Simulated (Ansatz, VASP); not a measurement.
SrCl2: VASP beside Ansatz

INCAR

```
SYSTEM = SrCl2
PREC = Accurate
ENCUT = 600
EDIFF = 1E-7
ISMEAR = -1
SIGMA = 0.02
LREAL = .False.
LASPH = .True.
NELM = 100
ALGO = Normal
ISIF = 3
LWAVE = .False.
LCHARG = .False.
GGA = PE
IBRION = 2
NSW = 32
EDIFFG = -0.005
```

KPOINTS

```
regular mesh
0
Gamma
  6 6 6
  0 0 0
```

The input POSCAR:

```
SrCl2
1.0
    0.0000000000      3.5192138340      3.5192138340
    3.5192138340      0.0000000000      3.5192138340
    3.5192138340      3.5192138340      0.0000000000
Sr Cl
1 2
Direct
    0.0000000000      0.0000000000      0.0000000000
    0.2500000000      0.2500000000      0.2500000000
    0.7500000000      0.7500000000      0.7500000000
```

Input for Ansatz:

```yaml
crystal:
  lattice:
    - [0.0, 3.519213834, 3.519213834]
    - [3.519213834, 0.0, 3.519213834]
    - [3.519213834, 3.519213834, 0.0]
  atoms:
    - { symbol: Sr, position: [0.0, 0.0, 0.0] }
    - { symbol: Cl, position: [0.25, 0.25, 0.25] }
    - { symbol: Cl, position: [0.75, 0.75, 0.75] }
kpoints:
  mp_grid: { grid: [6, 6, 6] }
scf:
  occupations: { method: fermi_dirac, width: 0.02 }
hamiltonian:
  xc: pbe
  pseudopotentials: { kind: all_electron, lapw: { basis_error: 0.0005 } }
output:
  forces: true
  stress: true
  eigenvalues: true
relax:
  f_tol: 0.005
  max_steps: 12
  cell: {}
```

Alike in both runs: task relaxation of cell and atoms; functional PBE; k mesh 6 × 6 × 6; occupations fermi-dirac, width 0.02 eV; no spin polarisation.

```csv
,VASP,Ansatz
version,VASP 6.6.1,Ansatz 0.2.0
potentials or method,"VASP PAW PBE potentials, release 64 (Sr_sv, Cl), cutoff 600 eV","all-electron LAPW, scalar-relativistic"
```

VASP gave:

```
gap on the k mesh at the Fermi level, each at its own relaxed structure (eV) : 5.22
relaxed volume (Å³/atom)                                                     : 29.17
relaxed length of the cell vector where the two differ most in proportion (Å)              : 4.984
```

**Question.** What did Ansatz give for the same quantities?

**Answer.** gap on the k mesh at the Fermi level, each at its own relaxed structure (eV): 5.24; relaxed volume (Å³/atom): 29.06; relaxed length of the cell vector where the two differ most in proportion (Å): 4.977.

Ansatz ran all-electron here, and VASP with PAW potentials.
